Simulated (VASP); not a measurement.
# Al (P6_3/mmc) in VASP: notebook

Runs on Al. Level: HF. Tasks: single point, relaxation of cell and atoms.

Program: VASP 6.6.1. These are calculated values, not measurements. Logs are shortened: lines on timing, memory, paths and dates and some standing lists are left out, and cuts for length are marked.

### Step 1. The cell of the first run

It takes space group P6_3/mmc (No. 194, hexagonal). The conventional cell has a = 2.930 Å, b = 2.930 Å, c = 4.926 Å, α = 90.00°, β = 90.00°, γ = 120.00°. Within 3.9 Å of Al (site symmetry -6m2) lie 12 Al at 2.93 to 2.99 Å.

This isn't the form of Al at room conditions, which is fcc.

### Step 2. Single point, HF

File POSCAR:

```
Al
1.0
    2.9299888749      0.0000000000      0.0000000000
   -1.4649944374      2.5374447985      0.0000000000
    0.0000000000      0.0000000000      4.9256671862
Al
2
Direct
    0.3333333333      0.6666666667      0.2500000000
    0.6666666667      0.3333333333      0.7500000000
```

File INCAR.step1:

```
SYSTEM = Al
PREC = Accurate
ENCUT = 520
EDIFF = 1E-5
ISMEAR = -1
SIGMA = 0.05
LREAL = .False.
LASPH = .True.
NELM = 100
ALGO = Normal
ISIF = 2
LWAVE = .True.
LCHARG = .False.
GGA = PE
NBANDS = 10
```

File INCAR.step2:

```
SYSTEM = Al
PREC = Accurate
ENCUT = 520
EDIFF = 1E-6
ISMEAR = -1
SIGMA = 0.05
LREAL = .False.
LASPH = .True.
NELM = 100
ALGO = Normal
ISIF = 2
LWAVE = .False.
LCHARG = .False.
GGA = PE
LHFCALC = .True.
AEXX = 1.0
ALDAC = 0.0
AGGAC = 0.0
PRECFOCK = Normal
ISTART = 1
NBANDS = 10
```

File KPOINTS:

```
Automatic mesh
0
Gamma
  6 6 3
  0 0 0
```

Potentials or basis: VASP PAW PBE potentials, release 64 (Al).

Launch:

```
$ cat potpaw_PBE.64/Al/POTCAR > POTCAR
$ cp INCAR.step1 INCAR
$ mpirun -np 1 vasp_std > vasp.out
$ cp INCAR.step2 INCAR
$ mpirun -np 1 vasp_std > vasp.out
```

OUTCAR:

```text
SYSTEM = Al
   PREC = Accurate
   ENCUT = 520
   EDIFF = 1E-6
   ISMEAR = -1
   LREAL = .False.
   LASPH = .True.
   NELM = 100
   ISIF = 2
   GGA = PE
   LHFCALC = .True.
   AEXX = 1.0
   PRECFOCK = Normal
   ISTART = 1

 ion  position               nearest neighbor table
   1  0.333  0.667  0.250-   2 2.99   2 2.99   2 2.99   2 2.99   2 2.99   2 2.99
   2  0.667  0.333  0.750-   1 2.99   1 2.99   1 2.99   1 2.99   1 2.99   1 2.99

  LATTYP: Found a hexagonal cell.
 ALAT       =     2.9299888749
 C/A-ratio  =     1.6811214638

  Lattice vectors:

 A1 = (   2.9299888749,   0.0000000000,   0.0000000000)
 A2 = (  -1.4649944374,   2.5374447985,   0.0000000000)
 A3 = (   0.0000000000,   0.0000000000,   4.9256671862)

Analysis of symmetry for initial positions (statically):
=====================================================================
 Subroutine PRICEL returns:
 Original cell was already a primitive cell.

 Routine SETGRP: Setting up the symmetry group for a
 hexagonal supercell.

 Subroutine GETGRP returns: Found 24 space group operations
 (whereof 12 operations were pure point group operations)
 out of a pool of 24 trial point group operations.

The static configuration has the point symmetry D_3d.
 The point group associated with its full space group is D_6h.

Analysis of symmetry for dynamics (positions and initial velocities):
=====================================================================
 Subroutine PRICEL returns:
 Original cell was already a primitive cell.

 Routine SETGRP: Setting up the symmetry group for a
 hexagonal supercell.

 Subroutine GETGRP returns: Found 24 space group operations
 (whereof 12 operations were pure point group operations)
 out of a pool of 24 trial point group operations.

The dynamic configuration has the point symmetry D_3d.
 The point group associated with its full space group is D_6h.

 Subroutine INISYM returns: Found 24 space group operations
 (whereof 12 operations are pure point group operations),
 and found     1 'primitive' translations

----------------------------------------------------------------------------------------

                                     Primitive cell

  volume of cell :      36.6208

  direct lattice vectors                    reciprocal lattice vectors
     2.929988875  0.000000000  0.000000000     0.341298224  0.197048622  0.000000000
    -1.464994437  2.537444799  0.000000000     0.000000000  0.394097243  0.000000000
     0.000000000  0.000000000  4.925667186     0.000000000  0.000000000  0.203018183

  length of vectors
     2.929988875  2.929988875  4.925667186     0.394097243  0.394097243  0.203018183

  position of ions in fractional coordinates (direct lattice)
     0.333333333  0.666666667  0.250000000
     0.666666667  0.333333333  0.750000000

  ion indices of the primitive-cell ions
   primitive index   ion index
                 1           1
                 2           2

----------------------------------------------------------------------------------------

 KPOINTS: Automatic mesh

Automatic generation of k-mesh.
 Grid dimensions read from file:
 generate k-points for:    6    6    3

 Generating k-lattice:

  Cartesian coordinates                     Fractional coordinates (reciprocal lattice)
     0.056883037  0.032841437  0.000000000     0.166666667 -0.000000000  0.000000000
     0.000000000  0.065682874  0.000000000     0.000000000  0.166666667  0.000000000
     0.000000000  0.000000000  0.067672728     0.000000000  0.000000000  0.333333333

  Length of vectors
     0.065682874  0.065682874  0.067672728

  Shift w.r.t. Gamma in fractional coordinates (k-lattice)
     0.000000000  0.000000000  0.000000000

 Subroutine IBZKPT returns following result:
 ===========================================

 Found     14 irreducible k-points:

 Following reciprocal coordinates:
            Coordinates               Weight
  0.000000  0.000000  0.000000      1.000000
  0.166667  0.000000  0.000000      6.000000
  0.333333  0.000000  0.000000      6.000000
  0.500000  0.000000  0.000000      3.000000
  0.166667  0.166667  0.000000      6.000000
  0.333333  0.166667  0.000000     12.000000
  0.333333  0.333333  0.000000      2.000000
  0.000000  0.000000  0.333333      2.000000
  0.166667  0.000000  0.333333     12.000000
  0.333333  0.000000  0.333333     12.000000
  0.500000  0.000000  0.333333      6.000000
  0.166667  0.166667  0.333333     12.000000
  0.333333  0.166667  0.333333     24.000000
  0.333333  0.333333  0.333333      4.000000
   k-points           NKPTS =     14   k-points in BZ     NKDIM =    108   number of bands    NBANDS=     10
   number of dos      NEDOS =    301   number of ions     NIONS =      2
   total plane-waves  NPLWV =  23040
   dimension x,y,z NGX =    24 NGY =   24 NGZ =   40
   dimension x,y,z NGXF=    48 NGYF=   48 NGZF=   80
   ions per type =               2
   NGX,Y,Z   is equivalent  to a cutoff of  13.62, 13.62, 13.50 a.u.
   NGXF,Y,Z  is equivalent  to a cutoff of  27.23, 27.23, 27.00 a.u.
 SYSTEM =  Al
   PREC   = accura    normal or accurate (medium, high low for compatibility)
   ISTART =      1    job   : 0-new  1-cont  2-samecut
   ICHARG =      0    charge: 1-file 2-atom 10-const
   ISPIN  =      1    spin polarized calculation?
   LNONCOLLINEAR =      F non collinear calculations
   LSORBIT =      F    spin-orbit coupling
   LASPH  =      T    aspherical Exc in radial PAW
   ENCUT  =  520.0 eV  38.22 Ry    6.18 a.u.   5.45  5.45  9.16*2*pi/ulx,y,z
   NELM   =    100;   NELMIN=  2; NELMDL=  0     # of ELM steps
   EDIFF  = 0.1E-05   stopping-criterion for ELM
   LREAL  =      F    real-space projection
   EDIFFG = 0.1E-04   stopping-criterion for IOM
   NSW    =      0    number of steps for IOM
   IBRION =     -1    ionic relax: 0-MD 1-quasi-New 2-CG
   NFREE  =      0    steps in history (QN), initial steepest desc. (CG)
   ISIF   =      2    stress and relaxation
   ISYM   =      3    0-nonsym 1-usesym 2-fastsym
   POTIM  = 0.5000    time-step for ionic-motion
   TEBEG  =    0.0;   TEEND  =   0.0 temperature during run
   PSTRESS=    0.0 pullay stress
   NELECT =       6.0000    total number of electrons
   NUPDOWN=      -1.0000    fix difference up-down
   EMIN   =  10.00;   EMAX   =-10.00  energy-range for DOS
   EFERMI =   0.00;   METHOD = LEGACY
   ISMEAR =    -1;   SIGMA  =   0.05  broadening in eV -4-tet -1-fermi 0-gaus
   EFERMI_NEDOS =   21; number of points for ismear=-14 and -15
   IALGO  =     38    algorithm
   IMIX   =      1    mixing-type and parameters
     AMIX     =   0.40;   BMIX     =  1.00
     AMIX_MAG =   1.60;   BMIX_MAG =  1.00
  volume/ion in A,a.u.               =      18.31       123.56
  Fermi-wavevector in a.u.,A,eV,Ry     =   0.895810  1.692836 10.918349  0.802476
  Thomas-Fermi vector in A             =   2.018189
   LORBIT       =      0    0 simple, 1 ext, 2 COOP (PROOUT), +10 PAW based schemes
   GGA     = PE    functional components
   LHFCALC =     T    Hartree Fock is set to
   PRECFOCK=normal    Normal, Fast or Accurate (Low or Medium for compatibility)
   ENCUT4O =  -1.0   cutoff for four orbital integrals eV
   NKREDX  =     1    reduce k-point grid by
   NKREDY  =     1    reduce k-point grid by
   NKREDZ  =     1    reduce k-point grid by
   AEXX    =    1.0000 exact exchange contribution
   HFSCREEN=    0.0000 screening length (either q_TF or 0.3 A-1)
   HFSCREENC=   0.0000 screening length for correlation (either q_TF or 0.3 A-1)
   ENCUTFOCK=  -1.0 apply spherical cutoff to Coloumb kernel
   IVDW    =     0    specifies the selected vdW correction
   LEPSILON=     F    determine dielectric tensor
   LRPA    =     F    only Hartree local field effects (RPA)
 non-spin polarized calculation
  energy-cutoff  :      520.00
  volume of cell :       36.62
 maximum number of plane-waves:      1003
 NGX is ok and might be reduce to    24
  NGX = 18; NGY = 18; NGZ = 28

 number of electron       6.0000000 magnetization

 Free energy of the ion-electron system (eV)
  ---------------------------------------------------
  ext. energy  EPLUGINS =         0.00000000
  ---------------------------------------------------
  free energy    TOTEN  =       -13.54546019 eV

  energy without entropy =      -13.54546019  energy(sigma->0) =      -13.54546019

 E-fermi :   8.3705     XC(G=0):   0.0000

 val. band max:        7.4739215115   @ k =   0.3333   0.3333   0.3333
 cond. band min:       9.3355638682   @ k =   0.3333   0.0000   0.3333
 fundamental gap:      1.8616423567
 Fermi energy:         8.3704998758

 k-point     1 :       0.0000    0.0000    0.0000
  band No.  band energies     occupation
      1     -10.6014      2.00000
      2      -2.0925      2.00000
      3       0.3470      2.00000
      4      20.8015      0.00000
      5      20.9535      0.00000
      6      24.1009      0.00000
      7      24.1009      0.00000
      8      24.6116      0.00000
      9      24.6156      0.00000
     10      26.4078      0.00000

 k-point     2 :       0.1667    0.0000    0.0000
  band No.  band energies     occupation
      1      -9.6326      2.00000
      2      -1.0518      2.00000
      3       1.3566      2.00000
      4      16.2983      0.00000
      5      19.8177      0.00000
      6      20.9809      0.00000
      7      21.3546      0.00000
      8      23.1975      0.00000
      9      24.1718      0.00000
     10      25.0604      0.00000

 k-point     3 :       0.3333    0.0000    0.0000
  band No.  band energies     occupation
      1      -6.7001      2.00000
      2       1.8759      2.00000
      3       4.2383      2.00000
      4       6.1259      2.00000
      5      15.8622      0.00000
      6      17.7406      0.00000
      7      18.8442      0.00000
      8      18.8898      0.00000
      9      21.4614      0.00000
     10      24.9581      0.00000
[... 118 lines left out ...]
 k-point    13 :       0.3333    0.1667    0.3333
  band No.  band energies     occupation
      1      -2.6690      2.00000
      2       0.4986      2.00000
      3       4.1296      2.00000
      4       9.4135      0.00000
      5      12.3566      0.00000
      6      14.9836      0.00000
      7      15.5076      0.00000
      8      19.9018      0.00000
      9      21.8913      0.00000
     10      23.0411      0.00000

 k-point    14 :       0.3333    0.3333    0.3333
  band No.  band energies     occupation
      1       1.9089      2.00000
      2       1.9089      2.00000
      3       4.3337      2.00000
      4       5.6414      2.00000
      5       5.6414      2.00000
      6       7.4739      2.00000
      7      18.7164      0.00000
      8      18.7164      0.00000
      9      20.6543      0.00000
     10      23.2962      0.00000

------------------------ aborting loop because EDIFF is reached ----------------------------------------

  FORCE on cell =-STRESS in cart. coord.  units (eV):
  Direction    XX          YY          ZZ          XY          YZ          ZX
  --------------------------------------------------------------------------------------
  -------------------------------------------------------------------------------------
  Total        1.4909785      1.4909785      2.2659877      0.0000000      0.0000000      0.0000000
  in kB       65.2310450     65.2310450     99.1380758      0.0000000      0.0000000      0.0000000
  external PRESSURE =      76.5333886 kB  Pullay stress =       0.0000000 kB

 VOLUME and BASIS-vectors are now :
 -----------------------------------------------------------------------------
  energy-cutoff  :      520.00
  volume of cell :       36.62
      direct lattice vectors                 reciprocal lattice vectors
     2.929988875  0.000000000  0.000000000     0.341298224  0.197048622  0.000000000
    -1.464994437  2.537444799  0.000000000     0.000000000  0.394097243  0.000000000
     0.000000000  0.000000000  4.925667186     0.000000000  0.000000000  0.203018183

 POSITION                                       TOTAL-FORCE (eV/Angst)
 -----------------------------------------------------------------------------------
     -0.00000      1.69163      1.23142         0.000000     -0.000000      0.000000
      1.46499      0.84581      3.69425        -0.000000      0.000000      0.000000
 -----------------------------------------------------------------------------------
    total drift:                               -0.000000      0.000000      0.000000

  FREE ENERGIE OF THE ION-ELECTRON SYSTEM (eV)
  ---------------------------------------------------
  free  energy   TOTEN  =       -13.5454601911 eV

  energy  without entropy=      -13.5454601885  energy(sigma->0) =      -13.54546019
```

Run time: 4.8 min. Hardware: 1 thread of Intel Xeon Platinum 8488C (Sapphire Rapids), shared host; peak memory 0.16 GiB.

Results:

```
Free energy            : -13.5455 eV
Pressure               : 7.7 GPa
Band gap on the k mesh : zero (bands 3 and 4 overlap by 8.14 eV)
```

Stress tensor (GPa, compression positive):
```
6.52 0.00 0.00
0.00 6.52 0.00
0.00 0.00 9.91
```

Levels at points of the mesh, in eV from the Fermi level:
```csv
k point,band 1,band 2,band 3,band 4,band 5,band 6,band 7,band 8
"(0.00, 0.00, 0.00)",-18.97,-10.46,-8.02,12.43,12.58,15.73,15.73,16.24
"(0.50, 0.00, 0.00)",-10.67,-9.25,-1.85,1.96,2.32,3.87,9.68,9.81
```

Caveat: the k points lie up to 0.43 Å⁻¹ apart, too coarse for converged energies and pressures of a metal; the PAW data sets were made with another functional, which shifts forces and pressure a little.

### Step 3. Relaxation of cell and atoms, HF

This run uses another cell than the first one, of 16.67 Å³/atom.

File POSCAR:

```
Al
1.0
    2.8124553515      0.0000000000      0.0000000000
   -1.4062276757      2.4356577814      0.0000000000
    0.0000000000      0.0000000000      4.8668500000
Al
2
Direct
    0.3333333333      0.6666666667      0.2500000000
    0.6666666667      0.3333333333      0.7500000000
```

File INCAR.step1:

```
SYSTEM = Al
  PREC = Accurate
  ENCUT = 600
  EDIFF = 1E-5
  ISMEAR = -1
  SIGMA = 0.05
  LREAL = .FALSE.
  LASPH = .TRUE.
  NELM = 80
  ALGO = Normal
  LWAVE = .TRUE.
  LCHARG = .FALSE.
  GGA = PE
  NBANDS = 10
```

File INCAR.step2:

```
SYSTEM = Al
  PREC = Accurate
  ENCUT = 600
  EDIFF = 1E-6
  ISMEAR = -1
  SIGMA = 0.05
  LREAL = .FALSE.
  LASPH = .TRUE.
  NELM = 80
  ALGO = Normal
  ISIF = 3
  LWAVE = .FALSE.
  LCHARG = .FALSE.
  GGA = PE
  LHFCALC = .TRUE.
  AEXX = 1.0
  ALDAC = 0.0
  AGGAC = 0.0
  PRECFOCK = Normal
  IBRION = 2
  NSW = 60
  EDIFFG = -0.01
  ISTART = 1
```

File KPOINTS:

```
Automatic mesh
0
G
  6 6 3
  0 0 0
```

Potentials or basis: VASP PAW PBE potentials, release 64 (Al).

Launch:

```
$ cat potpaw_PBE.64/Al/POTCAR > POTCAR
$ cp INCAR.step1 INCAR
$ mpirun -np 1 vasp_std > vasp.out
$ cp INCAR.step2 INCAR
$ mpirun -np 1 vasp_std > vasp.out
```

It took 18 min on 1 thread of Intel Xeon Platinum 8488C (Sapphire Rapids), shared host; peak memory 0.16 GiB.

Results (log left out):

| Quantity | Value |
| --- | --- |
| Free energy | -13.6904 eV |
| Relaxed volume | 21.70 Å³/atom |
| Relaxed cell | a = 3.093 Å, b = 3.093 Å, c = 5.237 Å, α = 90.00°, β = 90.00°, γ = 120.00° |
| Space group after relaxing (to 0.1 Å) | P6_3/mmc (No. 194) |
| Energy gained by relaxing | 183.9 meV/atom |
| Ionic steps | 8 |
| Pressure after relaxing | 0.1 GPa |
| Band gap on the k mesh | zero (bands 3 and 4 overlap by 6.97 eV) |

Step by step:
```
step  energy change (eV)  largest force (eV/Å)  pressure (GPa)  volume (Å³)
   1              0.0000                0.0000           14.77        33.34
   2             -0.3560                0.0000            1.75        41.31
   3             -0.3630                0.0000           -0.49        44.44
   4             -0.3655                0.0000            0.13        43.41
   5             -0.3655                0.0000            0.26        43.20
   6             -0.3677                0.0000            0.01        43.45
   7             -0.3679                0.0000            0.06        43.40
   8             -0.3679                0.0000            0.07        43.39
```

Final structure:
```
Al
1.0
     3.09322    0.00000    0.00000
    -1.54661    2.67880    0.00000
     0.00000    0.00000    5.23666
Al
2
Direct
  0.33333 0.66667 0.25000
  0.66667 0.33333 0.75000
```

Levels at points of the mesh, in eV from the Fermi level:
```csv
k point,band 1,band 2,band 3,band 4,band 5,band 6
"(0.00, 0.00, 0.00)",-17.62,-10.40,-7.16,11.84,12.02,14.05
"(0.50, 0.00, 0.00)",-10.34,-8.69,-2.64,1.61,2.19,3.89
```

Caveat: the k points lie up to 0.40 Å⁻¹ apart in the final cell, too coarse for converged energies and pressures of a metal; the volume moved by over 15 % at a fixed basis, so the end points are rough; the PAW data sets were made with another functional, which shifts forces and pressure a little.
